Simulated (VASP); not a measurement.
Write the native input for VASP 6.6.1 that does the following.

* Task: single point
* Functional: PBE
* Potentials or basis: VASP PAW PBE potentials, release 64 (Te)
* Cutoff: 520 eV
* k mesh: 16 × 16 × 18
* Occupations: gaussian, width 0.1 eV
* Spin: no spin polarisation
* Dipole correction: no
* Further INCAR settings: ALGO = Normal; EDIFF = 1e-06; NBANDS = 9

The structure of Te lies in POSCAR:

```
Te
1.0
    3.1464056182      0.0000000000      0.0000000000
    0.0000000000      3.1464056182      0.0000000000
    0.0000000000      0.0000000000      3.1126059052
Te
1
Direct
    0.5000000000      0.5000000000      0.5000000000
```

This isn't the form of Te at room conditions, which is trigonal, of chains.

These files were run (other wordings do the same):

INCAR

```
SYSTEM = Te
ALGO = Normal ; EDIFF = 1E-6
ENCUT = 520 ; GGA = PE
ISIF = 2 ; ISMEAR = 0
LASPH = .True. ; LCHARG = .False.
LREAL = .False. ; LWAVE = .False.
NBANDS = 9 ; NELM = 60
PREC = Accurate ; SIGMA = 0.1
```

KPOINTS

```
k-points
0
Gamma
  16 16 18
  0 0 0
```

Potentials or basis: VASP PAW PBE potentials, release 64 (Te).

Command:

```sh
$ cat potpaw_PBE.64/Te/POTCAR > POTCAR
$ mpirun -np 1 vasp_std > vasp.out
```

Results of the run:

```
Pressure               : 3.6 GPa
Band gap on the k mesh : zero (bands 3 and 4 overlap by 5.87 eV)
```

Caveat: the cell stands under pressure; spin-orbit coupling is left out, which moves the levels of the heavy elements.

Wall time 54 s on 1 thread of Intel Xeon 8259CL, with other jobs on the host, peak memory 0.24 GiB.
